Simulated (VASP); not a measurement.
# ZnS (P6_3mc) in VASP: notebook, part 2 of 2

VASP 6.6.1.

**3. Single point, PBEsol**

File INCAR:

```
SYSTEM = ZnS
PREC     = Accurate       ! precision mode
ENCUT    = 520            ! plane-wave cutoff, eV
EDIFF    = 1E-6           ! SCF threshold, eV
ISMEAR   = -4             ! smearing method
SIGMA    = 0.1            ! smearing width, eV
LREAL    = .FALSE.        ! projectors in reciprocal space
LASPH    = .TRUE.         ! aspherical terms in the spheres
NELM     = 80             ! most SCF steps
ALGO     = Normal         ! electronic algorithm
ISIF     = 2              ! what is computed and relaxed
LWAVE    = .FALSE.        ! write WAVECAR
LCHARG   = .TRUE.         ! write CHGCAR
GGA      = PS             ! functional
LELF     = .TRUE.         ! ELF
LVHAR    = .TRUE.       
NBANDS   = 46             ! bands
```

File KPOINTS:

```
regular mesh
0
G
  5 5 2
  0 0 0
```

File POSCAR:

```
ZnS
1.0
    1.9370190000      3.3550140000      0.0000000000
   -1.9370190000      3.3550140000      0.0000000000
    0.0000000000      0.0000000000     12.6561380000
Zn S
4 4
Direct
    0.0000000000      0.0000000000      0.0000000000
    0.0000000000      0.0000000000      0.5000000000
    0.3333300000      0.3333400000      0.2500000000
    0.6666600000      0.6666700000      0.7500000000
    0.0000000000      0.0000000000      0.1875000000
    0.0000000000      0.0000000000      0.6875000000
    0.3333300000      0.3333400000      0.4375000000
    0.6666600000      0.6666700000      0.9375000000
```

Potentials or basis: VASP PAW PBE potentials, release 64 (Zn, S).

Launch:

```sh
$ cat potpaw_PBE.64/Zn/POTCAR potpaw_PBE.64/S/POTCAR > POTCAR
$ mpirun -np 1 vasp_std > vasp.out
```

Wall time 65 s (1 thread of Intel Xeon 6975P-C (Granite Rapids), shared host); peak memory 0.32 GiB.

Results (log left out):

* Free energy: -30.1725 eV
* Pressure: -4.4 GPa
* Largest force: 0.025 eV/Å
* Band gap on the k mesh: 1.84 eV, direct

Forces in eV/Å, atoms in the order of the input:
```
Zn   0.000  0.000  0.004
Zn   0.000  0.000  0.004
Zn   0.000  0.000 -0.005
Zn   0.000  0.000 -0.005
S    0.000  0.000 -0.024
S    0.000  0.000 -0.024
S    0.000  0.000  0.025
S    0.000  0.000  0.025
```

Levels at points of the mesh, in eV from the valence-band top:
```csv
k point,band 34,band 35,band 36,band 37,band 38,band 39
"(0.00, 0.00, 0.00)",-0.03,0.00,0.00,1.84,2.99,3.16
"(0.00, 0.00, 0.50)",-0.14,-0.14,-0.14,2.72,2.72,3.11
```

Caveat: the PAW data sets were made with another functional, which shifts forces and pressure a little.

**4. Single point, PBEsol**

File INCAR:

```
SYSTEM = ZnS
  PREC = Accurate
  ENCUT = 520
  EDIFF = 1E-6
  ISMEAR = 0
  SIGMA = 0.01
  LREAL = .False.
  LASPH = .True.
  NELM = 100
  ALGO = Normal
  ISIF = 2
  LWAVE = .False.
  LCHARG = .False.
  GGA = PS
  NBANDS = 46
```

File KPOINTS:

```
Automatic mesh
0
Gamma
  5 5 2
  0 0 0
```

POSCAR is that of step 3.

Potentials or basis: VASP PAW PBE potentials, release 64 (Zn, S).

Launch:

```sh
$ cat potpaw_PBE.64/Zn/POTCAR potpaw_PBE.64/S/POTCAR > POTCAR
$ mpirun -np 1 vasp_std > vasp.out
```

OUTCAR:

```text
SYSTEM = ZnS
   PREC = Accurate
   ENCUT = 520
   EDIFF = 1E-6
   ISMEAR = 0
   LREAL = .False.
   LASPH = .True.
   NELM = 100
   ISIF = 2
   GGA = PS

 ion  position               nearest neighbor table
   1  0.000  0.000  0.000-   8 2.37   8 2.37   8 2.37   5 2.37
   2  0.000  0.000  0.500-   7 2.37   7 2.37   7 2.37   6 2.37
   3  0.333  0.333  0.250-   5 2.37   5 2.37   5 2.37   7 2.37
   4  0.667  0.667  0.750-   6 2.37   6 2.37   6 2.37   8 2.37
   5  0.000  0.000  0.188-   3 2.37   3 2.37   3 2.37   1 2.37
   6  0.000  0.000  0.688-   4 2.37   4 2.37   4 2.37   2 2.37
   7  0.333  0.333  0.438-   2 2.37   2 2.37   2 2.37   3 2.37
[... 1089 lines left out ...]
  Total       -4.5689889     -4.5691825     -4.5226999      0.0000000      0.0000000     -0.0000058
  in kB      -44.5011541    -44.5030393    -44.0503070      0.0000000      0.0000000     -0.0000566
  external PRESSURE =     -44.3515001 kB  Pullay stress =       0.0000000 kB

 VOLUME and BASIS-vectors are now :
 -----------------------------------------------------------------------------
  energy-cutoff  :      520.00
  volume of cell :      164.50
      direct lattice vectors                 reciprocal lattice vectors
     1.937019000  3.355014000  0.000000000     0.258128599  0.149030675  0.000000000
    -1.937019000  3.355014000  0.000000000    -0.258128599  0.149030675  0.000000000
     0.000000000  0.000000000 12.656138000     0.000000000  0.000000000  0.079013045

 POSITION                                       TOTAL-FORCE (eV/Angst)
 -----------------------------------------------------------------------------------
      0.00000      0.00000      0.00000        -0.000085     -0.000045      0.003721
      0.00000      0.00000      6.32807        -0.000085      0.000045      0.003721
     -0.00002      2.23669      3.16403         0.000089     -0.000046     -0.004644
     -0.00002      4.47334      9.49210         0.000089      0.000046     -0.004644
      0.00000      0.00000      2.37303        -0.000104      0.000046     -0.024242
      0.00000      0.00000      8.70109        -0.000104     -0.000046     -0.024242
     -0.00002      2.23669      5.53706         0.000099     -0.000052      0.025165
     -0.00002      4.47334     11.86513         0.000099      0.000052      0.025165
 -----------------------------------------------------------------------------------
    total drift:                                0.000002      0.000000     -0.000926

  FREE ENERGIE OF THE ION-ELECTRON SYSTEM (eV)
  ---------------------------------------------------
  free  energy   TOTEN  =       -30.1725246382 eV

  energy  without entropy=      -30.1725246382  energy(sigma->0) =      -30.17252464
```

Wall time 64 s (1 thread of Intel Xeon 6975P-C (Granite Rapids), shared host); peak memory 0.32 GiB.

Results:

```
Free energy            : -30.1725 eV
Pressure               : -4.4 GPa
Largest force          : 0.025 eV/Å
Band gap on the k mesh : 1.84 eV, direct
```

Forces in eV/Å, atoms in the order of the input:
```
Zn   0.000  0.000  0.004
Zn   0.000  0.000  0.004
Zn   0.000  0.000 -0.005
Zn   0.000  0.000 -0.005
S    0.000  0.000 -0.024
S    0.000  0.000 -0.024
S    0.000  0.000  0.025
S    0.000  0.000  0.025
```

Levels at points of the mesh, in eV from the valence-band top:
```
           k point  band 32  band 33  band 34  band 35  band 36  band 37  band 38  band 39  band 40  band 41
(0.00, 0.00, 0.00)    -0.43    -0.43    -0.03     0.00     0.00     1.84     2.99     3.16     3.39     6.27
(0.00, 0.00, 0.50)    -0.72    -0.14    -0.14    -0.14    -0.14     2.72     2.72     3.11     3.11     6.20
```

Caveat: the PAW data sets were made with another functional, which shifts forces and pressure a little. PBEsol gaps usually lie below the measured ones, often by a third to a half.

**5. Single point, PBEsol**

File INCAR:

```
ALGO = Normal
EDIFF = 1E-6
ENCUT = 520
GGA = PS
ISIF = 2
ISMEAR = 1
ISYM = 0
LASPH = T
LCHARG = T
LELF = T
LREAL = F
LVHAR = T
LWAVE = F
NBANDS = 46
NELM = 80
PREC = Accurate
SIGMA = 0.0493
```

File KPOINTS:

```
k-points
0
Gamma
  5 5 2
```

POSCAR is that of step 4.

Launch:

```sh
$ cat potpaw_PBE.64/Zn/POTCAR potpaw_PBE.64/S/POTCAR > POTCAR
$ mpirun -np 1 vasp_std > vasp.out
```

Wall time 1.7 min (1 thread of Intel Xeon 6975P-C (Granite Rapids), shared host); peak memory 0.35 GiB.

The run converged. Its results:

```yaml
Free_energy: -30.1724 eV
Pressure: -4.4 GPa
Largest_force: 0.025 eV/Å
Band_gap_on_the_k_mesh: 1.84 eV, direct
```

Forces on the atoms (eV/Å):
```
Zn   0.000  0.000  0.004
Zn   0.000  0.000  0.004
Zn   0.000  0.000 -0.004
Zn   0.000  0.000 -0.004
S    0.000  0.000 -0.025
S    0.000  0.000 -0.025
S    0.000  0.000  0.025
S    0.000  0.000  0.025
```

Levels at points of the mesh, in eV from the valence-band top:
```csv
k point,band 33,band 34,band 35,band 36,band 37,band 38,band 39,band 40
"(0.00, 0.00, 0.00)",-0.43,-0.03,0.00,0.00,1.84,2.99,3.16,3.39
"(0.00, 0.00, 0.50)",-0.14,-0.14,-0.14,-0.14,2.72,2.72,3.11,3.11
```

Caveat: the PAW data sets were made with another functional, which shifts forces and pressure a little.

**6. Summary**

```tsv
smearing	gap on the mesh (eV)	pressure (GPa)	largest force (eV/Å)
methfessel-paxton 0.0493 eV	1.84	-4.4	0.02
tetrahedron	1.84	-4.4	0.03
gaussian 0.01 eV	1.84	-4.4	0.03
```

Alike in all rows: task single point; level PBEsol; potentials or basis VASP PAW PBE potentials, release 64 (Zn, S); no spin polarisation; cell as given; k mesh 5 × 5 × 2; cutoff (eV) 520.

On the cell as given the gap runs from 1.84 eV (PBEsol) to 1.84 eV (PBEsol).

Caveats: the PAW data sets were made with another functional, which shifts forces and pressure a little.

Total energies depend on the potentials used, so only differences within one code and one set of settings carry meaning.
